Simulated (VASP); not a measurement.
A run of VASP 6.6.1 is set up as follows.

INCAR

```
SYSTEM = HfC
PREC     = Accurate       ! precision mode
ENCUT    = 600            ! plane-wave cutoff, eV
EDIFF    = 1E-6           ! SCF threshold, eV
ISMEAR   = 0              ! smearing method
SIGMA    = 0.1            ! smearing width, eV
LREAL    = .False.        ! projectors in reciprocal space
LASPH    = .True.         ! aspherical terms in the spheres
NELM     = 60             ! most SCF steps
ALGO     = Normal         ! electronic algorithm
ISIF     = 3              ! what is computed and relaxed
LWAVE    = .False.        ! write WAVECAR
LCHARG   = .False.        ! write CHGCAR
GGA      = PE             ! functional
IBRION   = 2              ! ionic algorithm
NSW      = 100            ! ionic steps
EDIFFG   = -0.005         ! ionic threshold
```

The input KPOINTS:

```
regular mesh
0
Gamma
  16 16 16
  0 0 0
```

File POSCAR:

```
HfC
1.0
    0.0000000000      2.3250000000      2.3250000000
    2.3250000000      0.0000000000      2.3250000000
    2.3250000000      2.3250000000      0.0000000000
Hf C
1 1
Direct
    0.5000000000      0.5000000000      0.5000000000
    0.0000000000      0.0000000000      0.0000000000
```

Potentials or basis: VASP PAW PBE potentials, release 64 (Hf_pv, C).

Command:

```console
$ cat potpaw_PBE.64/Hf_pv/POTCAR potpaw_PBE.64/C/POTCAR > POTCAR
$ mpirun -np 1 vasp_std > vasp.out
```

Problem. Predict the space group after relaxing (to 0.05 Å).

Solution. Fm-3m (No. 225).

Problem. What does it give for the relaxed volume?

Solution. 12.54 Å³/atom.

Problem. Predict the relaxed cell.

Solution. a = 3.286 Å, b = 3.286 Å, c = 3.286 Å, α = 60.00°, β = 60.00°, γ = 60.00°.

Problem. Estimate the band gap on the k mesh.

Solution. Zero (band 7 reaches 6.97 eV, above the bottom of band 8 at 5.55 eV).

Final structure:
```yaml
crystal:
  lattice:
    - [0.00000, 2.32328, 2.32328]
    - [2.32328, 0.00000, 2.32328]
    - [2.32328, 2.32328, 0.00000]
  atoms:
    - { symbol: Hf, position: [0.50000, 0.50000, 0.50000] }
    - { symbol: C, position: [0.00000, 0.00000, 0.00000] }
```

Caveat: spin-orbit coupling is left out, which moves the levels of the heavy elements.
